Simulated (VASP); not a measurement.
# PbO (Litharge): single point with PBE

The system is PbO (Litharge).

```
Pb O
1.0
     4.08840    0.02134   -0.03637
     0.02134    4.04485   -0.00060
    -0.04567   -0.00076    4.82195
Pb O
2 2
Direct
  0.99517 0.50627 0.23941
  0.49966 0.99892 0.75881
  0.00399 0.00628 0.99752
  0.50139 0.50157 0.00361
```

* Program: VASP 6.6.1
* Task: single point
* Functional: PBE
* Potentials or basis: VASP PAW PBE potentials, release 64 (Pb_d, O)
* Cutoff: 520 eV
* k mesh: 4 × 4 × 4
* Occupations: gaussian, width 0.01 eV
* Spin: no spin polarisation
* Dipole correction: no
* Further INCAR settings: ALGO = Normal; EDIFF = 1e-06; NBANDS = 28

| Property | Result |
| --- | --- |
| Pressure | 2.5 GPa |
| Largest force | 0.352 eV/Å |
| Band gap on the k mesh | 1.35 eV, indirect (least direct gap 2.18 eV) |

Forces in eV/Å, atoms in the order of the input:
```
Pb   0.223 -0.048  0.269
Pb  -0.080  0.083 -0.152
O   -0.035 -0.066 -0.035
O   -0.108  0.031 -0.081
```

Stress tensor (GPa, compression positive):
```
 2.30 -0.61  0.88
-0.61  2.04 -0.20
 0.88 -0.20  3.25
```

Levels at points of the mesh, in eV from the valence-band top:
| k point | band 17 | band 18 | band 19 | band 20 | band 21 | band 22 | band 23 | band 24 |
| --- | --- | --- | --- | --- | --- | --- | --- | --- |
| (0.00, 0.00, 0.00) | -1.56 | -1.46 | -1.41 | 0.00 | 2.56 | 5.54 | 5.69 | 5.88 |
| (0.50, 0.00, 0.00) | -2.76 | -2.74 | -1.35 | -1.31 | 3.65 | 3.75 | 6.63 | 6.66 |
| (0.00, 0.50, 0.00) | -2.78 | -2.75 | -1.34 | -1.29 | 3.56 | 3.64 | 6.59 | 6.69 |
| (0.50, 0.50, 0.00) | -1.33 | -1.28 | -0.91 | -0.83 | 1.35 | 1.36 | 5.58 | 5.63 |
| (0.00, 0.00, 0.50) | -1.59 | -1.50 | -1.45 | -0.47 | 1.90 | 3.94 | 4.03 | 4.07 |
| (0.50, 0.00, 0.50) | -2.73 | -2.69 | -0.72 | -0.64 | 3.22 | 3.40 | 6.22 | 6.28 |
| (0.00, 0.50, 0.50) | -2.77 | -2.73 | -0.72 | -0.67 | 3.34 | 3.36 | 6.17 | 6.27 |
| (0.50, 0.50, 0.50) | -2.10 | -2.00 | -0.91 | -0.84 | 3.74 | 3.74 | 5.11 | 5.17 |

Run time: 2.4 min on 1 thread of AMD EPYC 7R13, with other jobs on the host, peak memory 0.18 GiB.

Caveat: spin-orbit coupling is left out, which moves the levels of the heavy elements. Expect the measured gap to be larger: semilocal functionals such as PBE lack the derivative discontinuity.
